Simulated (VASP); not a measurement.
Runs of VASP 6.6.1 on Nb. The structure is that of space group Fd-3m (No. 227), or close to it. The cells are those of the table. 

```csv
spin,cell,gap on the mesh (eV),pressure (GPa)
off,"a = 3.525 Å, angles 60.0°, 2 atoms",none,(b)
off,"a = 3.880 Å, angles 60.0°, 2 atoms",none,23.4
off,"a = 3.711 Å, angles 60.0°, 2 atoms",none,49.0
off,"a = 4.035 Å, angles 60.0°, 2 atoms",none,(a)
"collinear, ferromagnetic start","a = 3.525 Å, angles 60.0°, 2 atoms",none,99.3
off,"a = 3.080 Å, angles 60.0°, 2 atoms",none,475.8
off,"a = 3.317 Å, angles 60.0°, 2 atoms",none,208.1
off,"a = 4.180 Å, angles 60.0°, 2 atoms",none,(c)
```

Alike in all rows: task single point; level PBE; potentials or basis VASP PAW PBE potentials, release 64 (Nb_sv); k mesh 13 × 13 × 13; cutoff (eV) 520; smearing fermi-dirac 0.08 eV.

**Question.** Fill in the values left out.

**Answer.** (a) 8.7; (b) 99.2; (c) 0.0.

A k mesh can miss the band edges, and the runs leave out spin-orbit coupling on Nb.

A gap of «none» marks levels without a gap at the run's occupations.
